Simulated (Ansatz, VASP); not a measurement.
CdTe in VASP and in Ansatz

```
CELL_PARAMETERS angstrom
0.00000 3.15116 3.36915
3.15116 0.00000 3.36915
3.15116 3.15116 0.00000
ATOMIC_POSITIONS crystal
Cd 0.00000 0.00000 0.00000
Te 0.25000 0.25000 0.25000
```

Change from the starting cell: strained cell.

Alike in both runs: functional PBEsol; k mesh 6 × 6 × 6; occupations gaussian, width 0.02 eV; no spin polarisation.

Ansatz relaxed the structure, and its values are those at the end. VASP's run is a single point on that final structure, the one shown.

```csv
,VASP,Ansatz
version,VASP 6.6.1,Ansatz 0.2.0
potentials or method,"VASP PAW PBE potentials, release 64 (Cd, Te), cutoff 500 eV","scalar-relativistic, plane waves, PAW"
valence electrons in the cell,18,36
```

```tsv
	VASP	Ansatz	Ansatz less VASP
gap on the k mesh at the Fermi level (eV)	0.61	0.61	-0.005
least direct gap on the mesh (eV)	0.61	0.61	-0.005
pressure (GPa)	1.0	0.8	-0.17
```

VASP's potentials were made for PBE, not for PBEsol, and Ansatz warns of the same on its side. The functional is the same, so the differences come from potentials, cutoffs and numerics. VASP's potentials hold 18 valence electrons a cell and Ansatz's 36, so a difference there can come from the potentials and not from the codes. Ansatz's warnings: stress scf threshold loose.

Spin-orbit coupling is off throughout.
